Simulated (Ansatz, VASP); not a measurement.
# KCl: VASP beside Ansatz

INCAR

```
PREC = Accurate
ENCUT = 520
EDIFF = 1E-6
ISMEAR = 0
SIGMA = 0.05
LREAL = F
LASPH = T
NELM = 80
ALGO = Normal
ISIF = 2
LWAVE = F
LCHARG = F
GGA = PE
NBANDS = 24
```

KPOINTS

```
Automatic mesh
0
Gamma
  6 6 6
```

Contents of POSCAR:

```
KCl
1.0
    0.0000000000     -3.1897839381     -3.1897839381
   -3.1897839381      0.0000000000     -3.1897839381
    3.1897839381      3.1897839381     -6.3795678762
K Cl
2 2
Direct
   -0.0626836044      0.0808071280      0.0000000000
    0.5626836044      0.4191928720      0.5000000000
    0.7500000000      0.7500000000      0.7500000000
    0.2500000000      0.2500000000      0.2500000000
```

Input for Ansatz:

```yaml
crystal:
  lattice:
    - [0.0, -3.1897839381, -3.1897839381]
    - [-3.1897839381, 0.0, -3.1897839381]
    - [3.1897839381, 3.1897839381, -6.3795678762]
  atoms:
    - { symbol: K, position: [-0.0626836044, 0.080807128, 0.0] }
    - { symbol: K, position: [0.5626836044, 0.419192872, 0.5] }
    - { symbol: Cl, position: [0.75, 0.75, 0.75] }
    - { symbol: Cl, position: [0.25, 0.25, 0.25] }
basis:
  ecutwfc: 420
kpoints:
  mp_grid: { grid: [6, 6, 6] }
hamiltonian:
  xc: pbe
  pseudopotentials: { kind: paw }
scf:
  occupations: { method: gaussian, width: 0.05 }
output:
  forces: true
  stress: true
  eigenvalues: true
```

Change from the starting cell: mode 4 frozen in at -0.331 Å, strain +e along z and -e/2 along x and y +0.0000.

Alike in both runs: task single point; functional PBE; k mesh 6 × 6 × 6; occupations gaussian, width 0.05 eV; no spin polarisation.

|  | VASP | Ansatz |
| --- | --- | --- |
| version | VASP 6.6.1 | Ansatz 0.2.0 |
| potentials or method | VASP PAW PBE potentials, release 64 (K_sv, Cl), cutoff 520 eV | scalar-relativistic, plane waves, PAW |
| valence electrons in the cell | 32 | 32 |

|  | VASP | Ansatz | Ansatz less VASP |
| --- | --- | --- | --- |
| gap on the k mesh at the Fermi level (eV) | 5.04 | 5.05 | +0.001 |
| least direct gap on the mesh (eV) | 5.04 | 5.05 | +0.001 |
| pressure (GPa) | 0.7 | 0.7 | -0.03 |
| traceless stress, the component that is largest in VASP (GPa) | -0.67 | -0.66 | +0.013 |
| rms of the force components (eV/Å) | 0.179 | 0.176 | -0.0030 |

Atom by atom the forces differ by 0.003 eV/Å (rms over components). The functional is the same, so the differences come from potentials, cutoffs and numerics.
